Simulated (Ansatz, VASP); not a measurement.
**TiB2 in VASP and in Ansatz**

The input INCAR:

```
SYSTEM = TiB2
  PREC = Accurate
  ENCUT = 520
  EDIFF = 1E-6
  ISMEAR = 1
  SIGMA = 0.15
  LREAL = .FALSE.
  LASPH = .TRUE.
  NELM = 100
  ALGO = Normal
  ISIF = 2
  LWAVE = .FALSE.
  LCHARG = .TRUE.
  GGA = PE
  LELF = .TRUE.
  LVHAR = .TRUE.
  NBANDS = 16
```

The input KPOINTS:

```
Automatic mesh
0
G
  10 10 9
  0 0 0
```

File POSCAR:

```
TiB2
1.0
    3.0292000000      0.0000000000      0.0000000000
   -1.5146000000      2.6233641531      0.0000000000
    0.0000000000      0.0000000000      3.2284000000
Ti B
1 2
Direct
    0.0000000000      0.0000000000      0.0000000000
    0.3333333333      0.6666666667      0.5000000000
    0.6666666667      0.3333333333      0.5000000000
```

Input for Ansatz:

```yaml
crystal:
  lattice:
    a: 3.0292
    b: 3.0292
    c: 3.2284
    alpha: 90.0
    beta: 90.0
    gamma: 120.0
  space_group: 191
  atoms:
    - { symbol: Ti, position: [0.0, 0.0, 0.0] }
    - { symbol: B, position: [0.3333333333333333, 0.6666666666666666, 0.5] }
kpoints:
  mp_grid:
    grid: [10, 10, 9]
hamiltonian:
  xc: pbe
  pseudopotentials:
    kind: paw
scf:
  convergence:
    dr2_threshold: 1.0e-10
  occupations:
    method: cold
    width: 0.15
output:
  forces: true
  stress: true
  eigenvalues: true
```

Alike in both runs: task single point; functional PBE; k mesh 10 × 10 × 9; no spin polarisation.

```csv
,VASP,Ansatz
version,VASP 6.6.1,Ansatz 0.2.0
potentials or method,"VASP PAW PBE potentials, release 64 (Ti_sv, B)","plane waves, PAW"
plane-wave cutoff (eV),520,420
occupations,"methfessel-paxton of order 1, width 0.15 eV","cold, width 0.15 eV"
valence electrons in the cell,18,18
```

```tsv
	VASP	Ansatz	Ansatz less VASP
gap on the k mesh at the Fermi level (eV)	none	none	-
pressure (GPa)	0.5	0.3	-0.24
traceless stress, the component that is largest in VASP (GPa)	-0.25	-0.13	+0.120
```

A gap of «none» marks a metal or a gap that the smearing closes.
